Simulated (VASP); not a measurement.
Crystal: Se.

```xyz
3
Lattice="4.4094 0.0000 0.0000 -2.2047 3.8187 0.0000 0.0000 0.0000 5.0026" Properties=species:S:1:pos:R:3 pbc="T T T"
Se    1.7078    2.9579    0.0000
Se   -0.4969    0.8607    3.3351
Se    0.9939    0.0000    1.6675
```

```yaml
Program: VASP 6.6.1
Task: relaxation of cell and atoms
Functional: PBE
Potentials_or_basis: VASP PAW PBE potentials, release 64 (Se)
Cutoff: 550 eV
k_mesh: 6 × 6 × 5
Occupations: gaussian, width 0.03 eV
Spin: non-collinear spin, zero start, spin-orbit coupling
Starting_moments: "[[0.0, 0.0, 0.0], [0.0, 0.0, 0.0], [0.0, 0.0, 0.0]] μB"
```

At the start: pressure 1.3 GPa; volume 28.08 Å³/atom.

Task: Where does the relaxation end?

Result: Over 12 steps the energy falls by 3.6 meV/atom and the volume is 29.84 Å³/atom (+6.3 %); space group P3_121 (No. 152, to 0.1 Å) before and after; moment 0.00 μB per cell.

The path:
| step | energy change (eV) | largest force (eV/Å) | pressure (GPa) | volume (Å³) |
| --- | --- | --- | --- | --- |
| 1 | 0.0000 | 0.1450 | 1.26 | 84.24 |
| 2 | -0.0023 | 0.2509 | -0.85 | 86.94 |
| 3 | -0.0071 | 0.0778 | 0.07 | 85.70 |
| 4 | -0.0079 | 0.0597 | 0.06 | 85.93 |
| 5 | -0.0088 | 0.0188 | 0.05 | 86.43 |
| 6 | -0.0089 | 0.0093 | 0.05 | 86.54 |
| 7 | -0.0092 | 0.0081 | 0.05 | 86.80 |
| 8 | -0.0100 | 0.0037 | 0.04 | 87.55 |
| 9 | -0.0108 | 0.0095 | 0.06 | 89.07 |
| 10 | -0.0108 | 0.0131 | 0.06 | 89.42 |
| 11 | -0.0097 | 0.0979 | -0.43 | 90.33 |
| 12 | -0.0109 | 0.0004 | 0.00 | 89.53 |

Final structure:
```
Se
1.0
     4.52471    0.00000    0.00000
    -2.26235    3.91851    0.00000
     0.00000    0.00000    5.04959
Se
3
Direct
  0.78092 0.78092 0.00000
  0.00000 0.21908 0.66667
  0.21908 0.00000 0.33333
```
